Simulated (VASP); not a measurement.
Al2Pt:

```
Pt Al
1.0
     0.00000    3.01296    3.01296
     3.01296    0.00000    3.01296
     3.01296    3.01296    0.00000
Pt Al
1 2
Direct
  0.00000 0.00000 0.00000
  0.75000 0.75000 0.75000
  0.25000 0.25000 0.25000
```

```yaml
Program: VASP 6.6.1
Task: relaxation of cell and atoms
Functional: SCAN
Potentials_or_basis: VASP PAW PBE potentials, release 64 (Pt, Al)
Cutoff: 360 eV
k_mesh: 9 × 9 × 9
Occupations: methfessel-paxton of order 2, width 0.1 eV
Spin: no spin polarisation
```

At the start: pressure -10.7 GPa; volume 18.23 Å³/atom.

Task: Where does the relaxation end?

Result: Over 7 steps the energy falls by 50.9 meV/atom and the volume is 16.76 Å³/atom (-8.1 %); space group Fm-3m (No. 225, to 0.1 Å) before and after.

Step by step:
```csv
step,energy change (eV),largest force (eV/Å),pressure (GPa),volume (Å³)
1,0.0000,0.0000,-10.74,54.70
2,0.0956,0.0000,18.85,45.59
3,-0.1588,0.0000,-0.27,50.40
4,-0.1588,0.0000,0.00,50.32
5,-0.1526,0.0000,-0.21,50.32
6,-0.1525,0.0000,0.37,50.16
7,-0.1526,0.0000,0.02,50.27
```

Final structure:
```
CELL_PARAMETERS angstrom
0.00000 2.92931 2.92931
2.92931 0.00000 2.92931
2.92931 2.92931 0.00000
ATOMIC_POSITIONS crystal
Pt 0.00000 0.00000 0.00000
Al 0.75000 0.75000 0.75000
Al 0.25000 0.25000 0.25000
```

Caveat: the PAW data sets were made with another functional, which shifts forces and pressure a little.
